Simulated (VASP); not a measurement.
# InSe (rock salt) (Fm-3m) in VASP: single point with LDA

Aim: the single point of InSe (rock salt) with LDA.

Program: VASP 6.6.1. These are calculated values, not measurements. Logs are shortened: lines on timing, memory, paths and dates and some standing lists are left out, and cuts for length are marked.

**1. The cell of the first run**

It takes space group Fm-3m (No. 225, cubic). The conventional cell has a = 5.867 Å, b = 5.867 Å, c = 5.867 Å, α = 90.00°, β = 90.00°, γ = 90.00°. In (site symmetry m-3m) has 6 Se at 2.93 Å within 3.9 Å. Se (site symmetry m-3m) has 6 In at 2.93 Å within 3.9 Å.

**2. Single point, LDA (volume scaled by 1.15)**

Contents of INCAR:

```
SYSTEM = InSe
  PREC = Accurate
  ENCUT = 520
  EDIFF = 1E-6
  ISMEAR = 0
  SIGMA = 0.1
  LREAL = .FALSE.
  LASPH = .TRUE.
  NELM = 60
  ALGO = Normal
  ISIF = 2
  LWAVE = .FALSE.
  LCHARG = .FALSE.
  NBANDS = 16
```

Contents of KPOINTS:

```
regular mesh
0
G
  20 20 20
  0 0 0
```

Contents of POSCAR:

```
InSe
1.0
    0.0000000000      2.9335307489      2.9335307489
    2.9335307489      0.0000000000      2.9335307489
    2.9335307489      2.9335307489      0.0000000000
In Se
1 1
Direct
    0.0000000000      0.0000000000      0.0000000000
    0.5000000000      0.5000000000      0.5000000000
```

Potentials or basis: VASP PAW LDA potentials, release 64 (In_d, Se).

Run with:

```bash
cat potpaw_LDA.64/In_d/POTCAR potpaw_LDA.64/Se/POTCAR > POTCAR
mpirun -np 1 vasp_std > vasp.out
```

OUTCAR:

```text
SYSTEM = InSe
   PREC = Accurate
   ENCUT = 520
   EDIFF = 1E-6
   ISMEAR = 0
   LREAL = .FALSE.
   LASPH = .TRUE.
   NELM = 60
   ISIF = 2

 ion  position               nearest neighbor table
   1  0.000  0.000  0.000-   2 2.93   2 2.93   2 2.93   2 2.93   2 2.93   2 2.93
   2  0.500  0.500  0.500-   1 2.93   1 2.93   1 2.93   1 2.93   1 2.93   1 2.93

  LATTYP: Found a face centered cubic cell.
 ALAT       =     5.8670614978

  Lattice vectors:

 A1 = (   0.0000000000,   2.9335307489,   2.9335307489)
 A2 = (   2.9335307489,   0.0000000000,   2.9335307489)
 A3 = (   2.9335307489,   2.9335307489,   0.0000000000)

Analysis of symmetry for initial positions (statically):
=====================================================================
 Subroutine PRICEL returns:
 Original cell was already a primitive cell.

 Routine SETGRP: Setting up the symmetry group for a
 face centered cubic supercell.

 Subroutine GETGRP returns: Found 48 space group operations
 (whereof 48 operations were pure point group operations)
 out of a pool of 48 trial point group operations.

The static configuration has the point symmetry O_h .

Analysis of symmetry for dynamics (positions and initial velocities):
=====================================================================
 Subroutine PRICEL returns:
 Original cell was already a primitive cell.

 Routine SETGRP: Setting up the symmetry group for a
 face centered cubic supercell.

 Subroutine GETGRP returns: Found 48 space group operations
 (whereof 48 operations were pure point group operations)
 out of a pool of 48 trial point group operations.

The dynamic configuration has the point symmetry O_h .

 Subroutine INISYM returns: Found 48 space group operations
 (whereof 48 operations are pure point group operations),
 and found     1 'primitive' translations

----------------------------------------------------------------------------------------

                                     Primitive cell

  volume of cell :      50.4896

  direct lattice vectors                    reciprocal lattice vectors
     0.000000000  2.933530749  2.933530749    -0.170443075  0.170443075  0.170443075
     2.933530749  0.000000000  2.933530749     0.170443075 -0.170443075  0.170443075
     2.933530749  2.933530749  0.000000000     0.170443075  0.170443075 -0.170443075

  length of vectors
     4.148638971  4.148638971  4.148638971     0.295216065  0.295216065  0.295216065

  position of ions in fractional coordinates (direct lattice)
     0.000000000  0.000000000  0.000000000
     0.500000000  0.500000000  0.500000000

  ion indices of the primitive-cell ions
   primitive index   ion index
                 1           1
                 2           2

----------------------------------------------------------------------------------------

 KPOINTS: regular mesh

Automatic generation of k-mesh.
 Grid dimensions read from file:
 generate k-points for:   20   20   20

 Generating k-lattice:

  Cartesian coordinates                     Fractional coordinates (reciprocal lattice)
    -0.008522154  0.008522154  0.008522154     0.050000000  0.000000000  0.000000000
     0.008522154 -0.008522154  0.008522154     0.000000000  0.050000000  0.000000000
     0.008522154  0.008522154 -0.008522154     0.000000000  0.000000000  0.050000000

  Length of vectors
     0.014760803  0.014760803  0.014760803

  Shift w.r.t. Gamma in fractional coordinates (k-lattice)
     0.000000000  0.000000000  0.000000000

 Subroutine IBZKPT returns following result:
 ===========================================

 Found    256 irreducible k-points:

 Following reciprocal coordinates:
            Coordinates               Weight
  0.000000  0.000000  0.000000      1.000000
  0.050000  0.000000  0.000000      8.000000
  0.100000  0.000000  0.000000      8.000000
  0.150000  0.000000  0.000000      8.000000
  0.200000  0.000000  0.000000      8.000000
  0.250000  0.000000  0.000000      8.000000
[... 16 lines left out ...]
 -0.400000  0.050000  0.000000     24.000000
 -0.350000  0.050000  0.000000     24.000000
 [... further k-points ...]
   k-points           NKPTS =    256   k-points in BZ     NKDIM =    256   number of bands    NBANDS=     16
   number of dos      NEDOS =    301   number of ions     NIONS =      2
   total plane-waves  NPLWV =  32768
   dimension x,y,z NGX =    32 NGY =   32 NGZ =   32
   dimension x,y,z NGXF=    64 NGYF=   64 NGZF=   64
   ions per type =               1   1
   NGX,Y,Z   is equivalent  to a cutoff of  12.82, 12.82, 12.82 a.u.
   NGXF,Y,Z  is equivalent  to a cutoff of  25.65, 25.65, 25.65 a.u.
 SYSTEM =  InSe
   PREC   = accura    normal or accurate (medium, high low for compatibility)
   ISTART =      0    job   : 0-new  1-cont  2-samecut
   ICHARG =      2    charge: 1-file 2-atom 10-const
   ISPIN  =      1    spin polarized calculation?
   LNONCOLLINEAR =      F non collinear calculations
   LSORBIT =      F    spin-orbit coupling
   LASPH  =      T    aspherical Exc in radial PAW
   ENCUT  =  520.0 eV  38.22 Ry    6.18 a.u.   7.71  7.71  7.71*2*pi/ulx,y,z
   NELM   =     60;   NELMIN=  2; NELMDL= -5     # of ELM steps
   EDIFF  = 0.1E-05   stopping-criterion for ELM
   LREAL  =      F    real-space projection
   EDIFFG = 0.1E-04   stopping-criterion for IOM
   NSW    =      0    number of steps for IOM
   IBRION =     -1    ionic relax: 0-MD 1-quasi-New 2-CG
   NFREE  =      0    steps in history (QN), initial steepest desc. (CG)
   ISIF   =      2    stress and relaxation
   ISYM   =      2    0-nonsym 1-usesym 2-fastsym
   POTIM  = 0.5000    time-step for ionic-motion
   TEBEG  =    0.0;   TEEND  =   0.0 temperature during run
   PSTRESS=    0.0 pullay stress
   NELECT =      19.0000    total number of electrons
   NUPDOWN=      -1.0000    fix difference up-down
   EMIN   =  10.00;   EMAX   =-10.00  energy-range for DOS
   EFERMI =   0.00;   METHOD = LEGACY
   ISMEAR =     0;   SIGMA  =   0.10  broadening in eV -4-tet -1-fermi 0-gaus
   EFERMI_NEDOS =   21; number of points for ismear=-14 and -15
   IALGO  =     38    algorithm
   IMIX   =      4    mixing-type and parameters
     AMIX     =   0.40;   BMIX     =  1.00
     AMIX_MAG =   1.60;   BMIX_MAG =  1.00
  volume/ion in A,a.u.               =      25.24       170.36
  Fermi-wavevector in a.u.,A,eV,Ry     =   1.181931  2.233525 19.006801  1.396960
  Thomas-Fermi vector in A             =   2.318195
   LORBIT       =      0    0 simple, 1 ext, 2 COOP (PROOUT), +10 PAW based schemes
   GGA     = CA    functional components
   LHFCALC =     F    Hartree Fock is set to
   AEXX    =    0.0000 exact exchange contribution
   IVDW    =     0    specifies the selected vdW correction
   LEPSILON=     F    determine dielectric tensor
   LRPA    =     F    only Hartree local field effects (RPA)
 non-spin polarized calculation
 Gauss-broadening in eV      SIGMA  =   0.10
  energy-cutoff  :      520.00
  volume of cell :       50.49
 maximum number of plane-waves:      1383
   NGX = 15   NGY = 15   NGZ = 15

 number of electron      19.0000004 magnetization

 Free energy of the ion-electron system (eV)
  ---------------------------------------------------
  ext. energy  EPLUGINS =         0.00000000
  ---------------------------------------------------
  free energy    TOTEN  =        -8.24267026 eV

  energy without entropy =       -8.23690526  energy(sigma->0) =       -8.23978776

 E-fermi :   5.7503     XC(G=0): -10.0983

 val. band max:        5.7282142749   @ k =  -0.3000   0.3500   0.1000
 cond. band min:       5.7535834544   @ k =  -0.3000   0.4000   0.1500
 fundamental gap:      0.0253691795
 Fermi energy:         5.7503103652

 k-point     1 :       0.0000    0.0000    0.0000
  band No.  band energies     occupation
      1      -8.8303      2.00000
      2      -8.8303      2.00000
      3      -8.8167      2.00000
      4      -8.8167      2.00000
      5      -8.8167      2.00000
      6      -8.3760      2.00000
[... 8 lines left out ...]
     15      12.2517      0.00000
     16      12.2517      0.00000

 k-point     2 :       0.0500    0.0000    0.0000
  band No.  band energies     occupation
      1      -8.8311      2.00000
      2      -8.8311      2.00000
      3      -8.8167      2.00000
      4      -8.8158      2.00000
      5      -8.8158      2.00000
      6      -8.3583      2.00000
[... 8 lines left out ...]
     15      12.3970      0.00000
     16      12.4746      0.00000

 k-point     3 :       0.1000    0.0000    0.0000
  band No.  band energies     occupation
      1      -8.8339      2.00000
      2      -8.8339      2.00000
      3      -8.8168      2.00000
      4      -8.8130      2.00000
      5      -8.8130      2.00000
      6      -8.3060      2.00000
[... 8 lines left out ...]
     15      12.6017      0.00000
     16      12.6017      0.00000

 k-point     4 :       0.1500    0.0000    0.0000
  band No.  band energies     occupation
      1      -8.8387      2.00000
      2      -8.8387      2.00000
      3      -8.8171      2.00000
      4      -8.8080      2.00000
      5      -8.8080      2.00000
      6      -8.2217      2.00000
[... 8 lines left out ...]
     15      12.8777      0.00000
     16      12.8777      0.00000
[... 324 lines left out ...]
 k-point    22 :      -0.4500    0.0500    0.0000
  band No.  band energies     occupation
      1      -8.8860      2.00000
      2      -8.8742      2.00000
      3      -8.8199      2.00000
      4      -8.7725      2.00000
      5      -8.7706      2.00000
      6      -7.4658      2.00000
[... 8 lines left out ...]
     15      16.0704      0.00000
     16      16.6959      0.00000

 k-point    23 :      -0.4000    0.0500    0.0000
  band No.  band energies     occupation
      1      -8.8818      2.00000
      2      -8.8727      2.00000
      3      -8.8196      2.00000
      4      -8.7743      2.00000
      5      -8.7741      2.00000
      6      -7.5290      2.00000
[... 8 lines left out ...]
     15      15.3720      0.00000
     16      16.2900      0.00000

 k-point    24 :      -0.3500    0.0500    0.0000
  band No.  band energies     occupation
      1      -8.8756      2.00000
      2      -8.8692      2.00000
      3      -8.8192      2.00000
      4      -8.7796      2.00000
      5      -8.7781      2.00000
      6      -7.6347      2.00000
[... 8 lines left out ...]
     15      14.6908      0.00000
     16      15.6333      0.00000

 [... further k-points ...]
[... 5 lines left out ...]
  --------------------------------------------------------------------------------------
  -------------------------------------------------------------------------------------
  Total       -1.0234525     -1.0234525     -1.0234525     -0.0000000      0.0000000      0.0000000
  in kB      -32.4770335    -32.4770335    -32.4770335     -0.0000000      0.0000000      0.0000000
  external PRESSURE =     -32.4770335 kB  Pullay stress =       0.0000000 kB

 VOLUME and BASIS-vectors are now :
 -----------------------------------------------------------------------------
  energy-cutoff  :      520.00
  volume of cell :       50.49
      direct lattice vectors                 reciprocal lattice vectors
     0.000000000  2.933530749  2.933530749    -0.170443075  0.170443075  0.170443075
     2.933530749  0.000000000  2.933530749     0.170443075 -0.170443075  0.170443075
     2.933530749  2.933530749  0.000000000     0.170443075  0.170443075 -0.170443075

 POSITION                                       TOTAL-FORCE (eV/Angst)
 -----------------------------------------------------------------------------------
      0.00000      0.00000      0.00000         0.000000      0.000000      0.000000
      2.93353      2.93353      2.93353        -0.000000     -0.000000     -0.000000
 -----------------------------------------------------------------------------------
    total drift:                                0.000000     -0.000000     -0.000000

  FREE ENERGIE OF THE ION-ELECTRON SYSTEM (eV)
  ---------------------------------------------------
  free  energy   TOTEN  =        -8.2426702628 eV

  energy  without entropy=       -8.2369052556  energy(sigma->0) =       -8.23978776
```

It took 1.9 min on 1 thread of Intel Xeon 6975P-C, shared host; peak memory 0.33 GiB.

What came out:

| Property | Result |
| --- | --- |
| Free energy | -8.2427 eV |
| Pressure | -3.2 GPa |

Caveat: spin-orbit coupling is left out, which moves the levels of the heavy elements.
